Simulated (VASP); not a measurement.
# Al (Fm-3m) in VASP: settings compared

Aim: see how the results for Al move with the level of theory and the settings. Levels: LDA, PBEsol. Tasks: relaxation of cell and atoms.

All numbers are computed with VASP 6.6.1; they aren't measurements. Logs are shortened: lines on timing, memory, paths and dates and some standing lists are left out, and cuts for length are marked.

## Step 1: The cell of the first run

It takes space group Fm-3m (No. 225, cubic). The conventional cell has a = 4.050 Å, b = 4.050 Å, c = 4.050 Å, α = 90.00°, β = 90.00°, γ = 90.00°. Within 3.8 Å of Al (site symmetry m-3m) lie 12 Al at 2.86 Å.

## Step 2: Relaxation of cell and atoms, LDA

INCAR

```
SYSTEM = Al
ALGO = Normal
EDIFF = 1E-6
EDIFFG = -0.03
ENCUT = 600
IBRION = 2
ISIF = 3
ISMEAR = 1
LASPH = .True.
LCHARG = .False.
LREAL = .False.
LWAVE = .False.
NELM = 60
NSW = 80
PREC = Accurate
SIGMA = 0.05
```

KPOINTS

```
k-points
0
Gamma
  14 14 14
  0 0 0
```

POSCAR

```
Al
1.0
    0.0000000000      2.0248050000      2.0248050000
    2.0248050000      0.0000000000      2.0248050000
    2.0248050000      2.0248050000      0.0000000000
Al
1
Direct
    0.0000000000      0.0000000000      0.0000000000
```

Potentials or basis: VASP PAW LDA potentials, release 64 (Al).

Started as:

```console
$ cat potpaw_LDA.64/Al/POTCAR > POTCAR
$ mpirun -np 1 vasp_std > vasp.out
```

OUTCAR:

```text
SYSTEM = Al
   EDIFF = 1E-6
   EDIFFG = -0.03
   ENCUT = 600
   IBRION = 2
   ISIF = 3
   ISMEAR = 1
   LASPH = .True.
   LREAL = .False.
   NELM = 60
   NSW = 80
   PREC = Accurate

 ion  position               nearest neighbor table
   1  0.000  0.000  0.000-

  LATTYP: Found a face centered cubic cell.
 ALAT       =     4.0496100000

  Lattice vectors:

 A1 = (   0.0000000000,   2.0248050000,   2.0248050000)
 A2 = (   2.0248050000,   0.0000000000,   2.0248050000)
 A3 = (   2.0248050000,   2.0248050000,   0.0000000000)

Analysis of symmetry for initial positions (statically):
=====================================================================
 Subroutine PRICEL returns:
 Original cell was already a primitive cell.

 Routine SETGRP: Setting up the symmetry group for a
 face centered cubic supercell.

 Subroutine GETGRP returns: Found 48 space group operations
 (whereof 48 operations were pure point group operations)
 out of a pool of 48 trial point group operations.

The static configuration has the point symmetry O_h .

Analysis of symmetry for dynamics (positions and initial velocities):
=====================================================================
 Subroutine PRICEL returns:
 Original cell was already a primitive cell.

 Routine SETGRP: Setting up the symmetry group for a
 face centered cubic supercell.

 Subroutine GETGRP returns: Found 48 space group operations
 (whereof 48 operations were pure point group operations)
 out of a pool of 48 trial point group operations.

The dynamic configuration has the point symmetry O_h .

 Subroutine INISYM returns: Found 48 space group operations
 (whereof 48 operations are pure point group operations),
 and found     1 'primitive' translations

----------------------------------------------------------------------------------------

                                     Primitive cell

  volume of cell :      16.6027

  direct lattice vectors                    reciprocal lattice vectors
     0.000000000  2.024805000  2.024805000    -0.246937359  0.246937359  0.246937359
     2.024805000  0.000000000  2.024805000     0.246937359 -0.246937359  0.246937359
     2.024805000  2.024805000  0.000000000     0.246937359  0.246937359 -0.246937359

  length of vectors
     2.863506692  2.863506692  2.863506692     0.427708053  0.427708053  0.427708053

  position of ions in fractional coordinates (direct lattice)
     0.000000000  0.000000000  0.000000000

  ion indices of the primitive-cell ions
   primitive index   ion index
                 1           1

----------------------------------------------------------------------------------------

 KPOINTS: k-points

Automatic generation of k-mesh.
 Grid dimensions read from file:
 generate k-points for:   14   14   14

 Generating k-lattice:

  Cartesian coordinates                     Fractional coordinates (reciprocal lattice)
    -0.017638383  0.017638383  0.017638383     0.071428571  0.000000000  0.000000000
     0.017638383 -0.017638383  0.017638383     0.000000000  0.071428571  0.000000000
     0.017638383  0.017638383 -0.017638383     0.000000000  0.000000000  0.071428571

  Length of vectors
     0.030550575  0.030550575  0.030550575

  Shift w.r.t. Gamma in fractional coordinates (k-lattice)
     0.000000000  0.000000000  0.000000000

 Subroutine IBZKPT returns following result:
 ===========================================

 Found    104 irreducible k-points:

 Following reciprocal coordinates:
            Coordinates               Weight
  0.000000  0.000000  0.000000      1.000000
  0.071429  0.000000  0.000000      8.000000
  0.142857  0.000000  0.000000      8.000000
  0.214286  0.000000  0.000000      8.000000
  0.285714  0.000000  0.000000      8.000000
  0.357143  0.000000  0.000000      8.000000
[... 16 lines left out ...]
  0.214286  0.142857  0.000000     24.000000
  0.285714  0.142857  0.000000     24.000000
 [... further k-points ...]
   k-points           NKPTS =    104   k-points in BZ     NKDIM =    104   number of bands    NBANDS=      5
   number of dos      NEDOS =    301   number of ions     NIONS =      1
   total plane-waves  NPLWV =  13824
   dimension x,y,z NGX =    24 NGY =   24 NGZ =   24
   dimension x,y,z NGXF=    48 NGYF=   48 NGZF=   48
   ions per type =               1
   NGX,Y,Z   is equivalent  to a cutoff of  13.93, 13.93, 13.93 a.u.
   NGXF,Y,Z  is equivalent  to a cutoff of  27.87, 27.87, 27.87 a.u.
 SYSTEM =  Al
   PREC   = accura    normal or accurate (medium, high low for compatibility)
   ISTART =      0    job   : 0-new  1-cont  2-samecut
   ICHARG =      2    charge: 1-file 2-atom 10-const
   ISPIN  =      1    spin polarized calculation?
   LNONCOLLINEAR =      F non collinear calculations
   LSORBIT =      F    spin-orbit coupling
   LASPH  =      T    aspherical Exc in radial PAW
   ENCUT  =  600.0 eV  44.10 Ry    6.64 a.u.   5.72  5.72  5.72*2*pi/ulx,y,z
   NELM   =     60;   NELMIN=  2; NELMDL= -5     # of ELM steps
   EDIFF  = 0.1E-05   stopping-criterion for ELM
   LREAL  =      F    real-space projection
   EDIFFG = -.3E-01   stopping-criterion for IOM
   NSW    =     80    number of steps for IOM
   IBRION =      2    ionic relax: 0-MD 1-quasi-New 2-CG
   NFREE  =      1    steps in history (QN), initial steepest desc. (CG)
   ISIF   =      3    stress and relaxation
   ISYM   =      2    0-nonsym 1-usesym 2-fastsym
   POTIM  = 0.5000    time-step for ionic-motion
   TEBEG  =    0.0;   TEEND  =   0.0 temperature during run
   PSTRESS=    0.0 pullay stress
   NELECT =       3.0000    total number of electrons
   NUPDOWN=      -1.0000    fix difference up-down
   EMIN   =  10.00;   EMAX   =-10.00  energy-range for DOS
   EFERMI =   0.00;   METHOD = LEGACY
   ISMEAR =     1;   SIGMA  =   0.05  broadening in eV -4-tet -1-fermi 0-gaus
   EFERMI_NEDOS =   21; number of points for ismear=-14 and -15
   IALGO  =     38    algorithm
   IMIX   =      4    mixing-type and parameters
     AMIX     =   0.40;   BMIX     =  1.00
     AMIX_MAG =   1.60;   BMIX_MAG =  1.00
  volume/ion in A,a.u.               =      16.60       112.04
  Fermi-wavevector in a.u.,A,eV,Ry     =   0.925526  1.748991 11.654733  0.856599
  Thomas-Fermi vector in A             =   2.051390
   LORBIT       =      0    0 simple, 1 ext, 2 COOP (PROOUT), +10 PAW based schemes
   GGA     = CA    functional components
   LHFCALC =     F    Hartree Fock is set to
   AEXX    =    0.0000 exact exchange contribution
   IVDW    =     0    specifies the selected vdW correction
   LEPSILON=     F    determine dielectric tensor
   LRPA    =     F    only Hartree local field effects (RPA)
 conjugate gradient relaxation of ions
 non-spin polarized calculation
 Methfessel and Paxton  Order N= 1 SIGMA  =   0.05
  energy-cutoff  :      600.00
  volume of cell :       16.60
 maximum number of plane-waves:       568
   NGX = 11   NGY = 11   NGZ = 11

--------------------------------------- Ionic step        1  -------------------------------------------

 number of electron       3.0000000 magnetization

 Free energy of the ion-electron system (eV)
  ---------------------------------------------------
  ext. energy  EPLUGINS =         0.00000000
  ---------------------------------------------------
  free energy    TOTEN  =        -4.17377522 eV

  energy without entropy =       -4.17379591  energy(sigma->0) =       -4.17378212

------------------------ aborting loop because EDIFF is reached ----------------------------------------

  FORCE on cell =-STRESS in cart. coord.  units (eV):
  Direction    XX          YY          ZZ          XY          YZ          ZX
  --------------------------------------------------------------------------------------
  -------------------------------------------------------------------------------------
  Total       -0.4119164     -0.4119164     -0.4119164      0.0000000     -0.0000000      0.0000000
  in kB      -39.7502671    -39.7502671    -39.7502671      0.0000000     -0.0000000      0.0000000
  external PRESSURE =     -39.7502671 kB  Pullay stress =       0.0000000 kB
[... 55 lines left out ...]
  energy  without entropy=       -4.1842697837  energy(sigma->0) =       -4.18420730

--------------------------------------- Ionic step        3  -------------------------------------------

 number of electron       3.0000000 magnetization

 Free energy of the ion-electron system (eV)
  ---------------------------------------------------
  ext. energy  EPLUGINS =         0.00000000
  ---------------------------------------------------
  free energy    TOTEN  =        -4.18451829 eV

  energy without entropy =       -4.18460659  energy(sigma->0) =       -4.18454773

 E-fermi :   8.2244     XC(G=0): -10.5124

 val. band max:        8.2056693042   @ k =  -0.3571   0.4286   0.2143
 cond. band min:       8.2739796042   @ k =   0.5000   0.2857   0.0000
 fundamental gap:      0.0683103001
 Fermi energy:         8.2243600439

 k-point     1 :       0.0000    0.0000    0.0000
  band No.  band energies     occupation
      1      -3.1475      2.00000
      2      21.0847      0.00000
      3      21.0847      0.00000
      4      21.0847      0.00000
      5      22.7558      0.00000

 k-point     2 :       0.0714    0.0000    0.0000
  band No.  band energies     occupation
      1      -3.0049      2.00000
      2      18.9549      0.00000
      3      20.6521      0.00000
      4      20.6521      0.00000
      5      23.4062      0.00000
[... 169 lines left out ...]
 k-point    24 :       0.2857    0.1429    0.0000
  band No.  band energies     occupation
      1      -1.0720      2.00000
      2      12.6394      0.00000
      3      16.8898      0.00000
      4      18.4258      0.00000
      5      18.9172      0.00000

 [... further k-points ...]
[... 5 lines left out ...]
  --------------------------------------------------------------------------------------
  -------------------------------------------------------------------------------------
  Total        0.0016990      0.0016990      0.0016990      0.0000000     -0.0000000     -0.0000000
  in kB        0.1725954      0.1725954      0.1725954      0.0000000     -0.0000000     -0.0000000
  external PRESSURE =       0.1725954 kB  Pullay stress =       0.0000000 kB
[... 16 lines left out ...]
  FREE ENERGIE OF THE ION-ELECTRON SYSTEM (eV)
  ---------------------------------------------------
  free  energy   TOTEN  =        -4.1845182940 eV

  energy  without entropy=       -4.1846065919  energy(sigma->0) =       -4.18454773

 reached required accuracy - stopping structural energy minimisation
```

Wall time 8.6 s (1 thread of Intel Xeon Platinum 8259CL at 2.50GHz (Skylake/Cascade Lake), shared host); peak memory 0.13 GiB.

Results:

```
Free energy                            : -4.1845 eV
Relaxed volume                         : 15.77 Å³/atom
Relaxed cell                           : a = 2.815 Å, b = 2.815 Å, c = 2.815 Å, α = 60.00°, β = 60.00°, γ = 60.00°
Space group after relaxing (to 0.05 Å) : Fm-3m (No. 225)
Energy gained by relaxing              : 10.7 meV/atom
Ionic steps                            : 3
Pressure after relaxing                : 0.0 GPa
```

Step by step:
```csv
step,energy change (eV),largest force (eV/Å),pressure (GPa),volume (Å³)
1,0.0000,0.0000,-3.98,16.60
2,-0.0104,0.0000,0.78,15.63
3,-0.0107,0.0000,0.02,15.77
```

Final structure:
```cif
data_structure
_symmetry_space_group_name_H-M 'P 1'
_symmetry_Int_Tables_number 1
_cell_length_a 2.8149
_cell_length_b 2.8149
_cell_length_c 2.8149
_cell_angle_alpha 60.000
_cell_angle_beta 60.000
_cell_angle_gamma 60.000
_cell_volume 15.77
loop_
_atom_site_label
_atom_site_type_symbol
_atom_site_fract_x
_atom_site_fract_y
_atom_site_fract_z
_atom_site_occupancy
Al1 Al 0.00000 0.00000 0.00000 1
```

## Step 3: Relaxation of cell and atoms, PBEsol

INCAR

```
SYSTEM = Al
  ALGO = Normal
  EDIFF = 1E-6
  EDIFFG = -0.03
  ENCUT = 600
  GGA = PS
  IBRION = 2
  ISIF = 3
  ISMEAR = 1
  LASPH = .True.
  LCHARG = .False.
  LREAL = .False.
  LWAVE = .False.
  NELM = 100
  NSW = 80
  PREC = Accurate
  SIGMA = 0.05
```

KPOINTS is that of step 2.

POSCAR is that of step 2.

Potentials or basis: VASP PAW PBE potentials, release 64 (Al).

Started as:

```console
$ cat potpaw_PBE.64/Al/POTCAR > POTCAR
$ mpirun -np 1 vasp_std > vasp.out
```

It took 9.5 s on 1 thread of Intel Xeon Platinum 8259CL at 2.50GHz (Skylake/Cascade Lake), shared host; peak memory 0.14 GiB.

It converged, with:

```yaml
Free_energy: -4.0852 eV
Relaxed_volume: 16.15 Å³/atom
Relaxed_cell: a = 2.837 Å, b = 2.837 Å, c = 2.837 Å, α = 60.00°, β = 60.00°, γ = 60.00°
Space_group_after_relaxing_to_0.05_Å: Fm-3m (No. 225)
Energy_gained_by_relaxing: 3.2 meV/atom
Ionic_steps: 3
Pressure_after_relaxing: 0.0 GPa
```

The path:
```tsv
step	energy change (eV)	largest force (eV/Å)	pressure (GPa)	volume (Å³)
1	0.0000	0.0000	-2.22	16.60
2	-0.0031	0.0000	0.50	16.06
3	-0.0032	0.0000	0.01	16.15
```

Final structure:
```xyz
1
Lattice="0.0000 2.0062 2.0062 2.0062 0.0000 2.0062 2.0062 2.0062 0.0000" Properties=species:S:1:pos:R:3 pbc="T T T"
Al    0.0000    0.0000    0.0000
```

Levels at points of the mesh, in eV from the Fermi level:
```csv
k point,band 1,band 2,band 3,band 4
"(0.00, 0.00, 0.00)",-11.24,12.75,12.75,12.75
"(0.50, 0.00, 0.00)",-4.64,-4.37,11.57,11.60
"(0.50, 0.50, 0.00)",-2.93,-1.57,5.30,5.73
```

Caveat: the PAW data sets were made with another functional, which shifts forces and pressure a little.
